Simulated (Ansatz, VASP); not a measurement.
# Two plane-wave programs on Be

```
CELL_PARAMETERS angstrom
-1.29071 1.29071 1.21553
1.29071 -1.29071 1.21553
1.29071 1.29071 -1.21553
ATOMIC_POSITIONS crystal
Be 0.00000 0.00000 0.00000
```

Change from the starting cell: strain +0.030 along x and y, -0.030 along z, atoms carried along.

Alike in both runs: task single point; functional PBEsol; k mesh 26 × 26 × 26; occupations gaussian, width 0.15 eV; no spin polarisation.

|  | VASP | Ansatz |
| --- | --- | --- |
| version | VASP 6.6.1 | Ansatz 0.2.0 |
| potentials or method | VASP PAW PBE potentials, release 64 (Be), cutoff 520 eV | scalar-relativistic, plane waves, PAW |
| valence electrons in the cell | 2 | 2 |

|  | VASP | Ansatz | Ansatz less VASP |
| --- | --- | --- | --- |
| gap on the k mesh at the Fermi level (eV) | none | none | - |
| pressure (GPa) | -4.3 | -4.6 | -0.33 |
| traceless stress, the component that is largest in VASP (GPa) | 2.52 | 2.48 | -0.048 |

VASP's potentials were made for PBE, not for PBEsol. A gap of «none» marks a metal or a gap that the smearing closes.
